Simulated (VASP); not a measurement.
Ta: single point with PBE

The system is Ta.

```
CELL_PARAMETERS angstrom
-1.65128 1.65128 1.65128
1.65128 -1.65128 1.65128
3.30256 3.30256 0.00000
ATOMIC_POSITIONS crystal
Ta 0.99679 0.00321 0.00000
Ta 0.50321 0.49679 0.50000
```

This cell differs from its parent crystal: atoms displaced along a vibrational mode.

```json
{
 "Program": "VASP 6.6.1",
 "Task": "single point",
 "Functional": "PBE",
 "Potentials or basis": "VASP PAW PBE potentials, release 64 (Ta_pv)",
 "Cutoff": "500 eV",
 "k mesh": "18 × 18 × 10",
 "Occupations": "gaussian, width 0.15 eV",
 "Spin": "no spin polarisation",
 "Dipole correction": "no",
 "Further INCAR settings": "ALGO = Normal; EDIFF = 1e-06; NBANDS = 18"
}
```

| Quantity | Value |
| --- | --- |
| Pressure | 3.2 GPa |
| Largest force | 0.082 eV/Å |
| Band gap on the k mesh | zero (bands 11 and 12 overlap by 2.94 eV) |

Forces in eV/Å, atoms in the order of the input:
```
Ta  -0.058  0.058  0.000
Ta   0.058 -0.058  0.000
```

Stress tensor (GPa, compression positive):
```
3.16 0.13 0.00
0.13 3.16 0.00
0.00 0.00 3.14
```

Levels at points of the mesh, in eV from the Fermi level:
```
           k point  band 9  band 10  band 11  band 12  band 13  band 14
(0.00, 0.00, 0.00)   -1.55     0.73     0.73     0.73     1.58     3.88
(0.50, 0.00, 0.00)   -1.51    -1.37    -0.62    -0.50     3.46     3.75
(0.50, 0.50, 0.00)   -3.81    -1.55     1.58     3.88     4.90     6.83
(0.00, 0.00, 0.50)   -0.56    -0.56    -0.09    -0.09     3.33     3.33
(0.50, 0.00, 0.50)   -1.55    -1.55     1.58     1.58     3.88     3.88
(0.50, 0.50, 0.50)   -1.90    -1.90     1.11     1.11     1.73     1.73
```

Run time: 4.3 min on 1 thread of Intel Xeon 8259CL, with other jobs on the host, peak memory 0.38 GiB.

Caveat: the cell differs from its parent crystal (atoms displaced along a vibrational mode); the cell stands under pressure; spin-orbit coupling is left out, which moves the levels of the heavy elements.
